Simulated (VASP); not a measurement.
Write the native input for VASP 6.6.1 that does the following.

```yaml
Task: single point
Functional: LDA
Potentials_or_basis: VASP PAW LDA potentials, release 64 (Pt, Rh_pv, Fe)
Cutoff: 520 eV
k_mesh: 5 × 5 × 3
Occupations: gaussian, width 0.0112 eV
Spin: no spin polarisation
Dipole_correction: no
Further_INCAR_settings: ALGO = Normal; EDIFF = 1e-06; NBANDS = 42
```

The structure of FePtRh lies in POSCAR:

```
FePtRh
1.0
    3.6673928004      0.0000000000      0.0000000000
    0.0000000000      3.6673928004      0.0000000000
    0.0000000000      0.0000000000      5.9864334843
Pt Rh Fe
2 2 2
Direct
    0.0000000000      0.0000000000      0.0000000000
    0.5000000000      0.5000000000      0.0000000000
    0.0000000000      0.5000000000      0.6629590346
    0.5000000000      0.0000000000      0.3370409654
    0.0000000000      0.5000000000      0.2950106063
    0.5000000000      0.0000000000      0.7049893937
```

The input as run:

INCAR

```
SYSTEM = FePtRh
PREC = Accurate
ENCUT = 520
EDIFF = 1E-6
ISMEAR = 0
SIGMA = 0.0112
LREAL = .False.
LASPH = .True.
NELM = 80
ALGO = Normal
ISIF = 2
LWAVE = .False.
LCHARG = .True.
LELF = .True.
LVHAR = .True.
NBANDS = 42
```

KPOINTS

```
regular mesh
0
Gamma
  5 5 3
  0 0 0
```

Potentials or basis: VASP PAW LDA potentials, release 64 (Pt, Rh_pv, Fe).

Command:

```bash
$ cat potpaw_LDA.64/Pt/POTCAR potpaw_LDA.64/Rh_pv/POTCAR potpaw_LDA.64/Fe/POTCAR > POTCAR
$ mpirun -np 1 vasp_std > vasp.out
```

It gave:

- Pressure: 0.6 GPa
- Largest force: 0.076 eV/Å
- Band gap on the k mesh: zero (bands 33 and 34 overlap by 0.88 eV)

Caveat: spin-orbit coupling is left out, which moves the levels of the heavy elements; the run has no spin polarisation, though such a crystal can be magnetic.

Run time: 88 s on 1 thread of Intel Xeon 8259CL (shared host), peak memory 0.18 GiB.
